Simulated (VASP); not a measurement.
Runs of VASP 6.6.1 on Pd. The structure is that of space group P6_3/mmc (No. 194), or close to it. The cells are those of the table. 

```csv
cell,gap on the mesh (eV),pressure (GPa)
"a = 2.624, b = 2.624, c = 4.393 Å, angles 90.0, 90.0, 120.0°, 2 atoms",none,29.6
"a = 2.719, b = 2.719, c = 4.571 Å, angles 90.0, 90.0, 120.0°, 2 atoms",none,-0.3
"a = 2.591, b = 2.591, c = 4.333 Å, angles 90.0, 90.0, 120.0°, 2 atoms",none,44.6
"a = 2.665, b = 2.665, c = 4.468 Å, angles 90.0, 90.0, 120.0°, 2 atoms",none,(a)
```

Alike in all rows: task single point; level PBEsol; potentials or basis VASP PAW PBE potentials, release 64 (Pd); no spin polarisation; k mesh 10 × 10 × 6; cutoff (eV) 500; smearing fermi-dirac 0.05 eV.

Estimate the missing entries.

(a) 14.7.

Caveats: the PAW data sets were made with another functional, which shifts forces and pressure a little.

A k mesh can miss the band edges, and the runs leave out spin-orbit coupling on Pd.

A gap of «none» marks levels without a gap at the run's occupations.
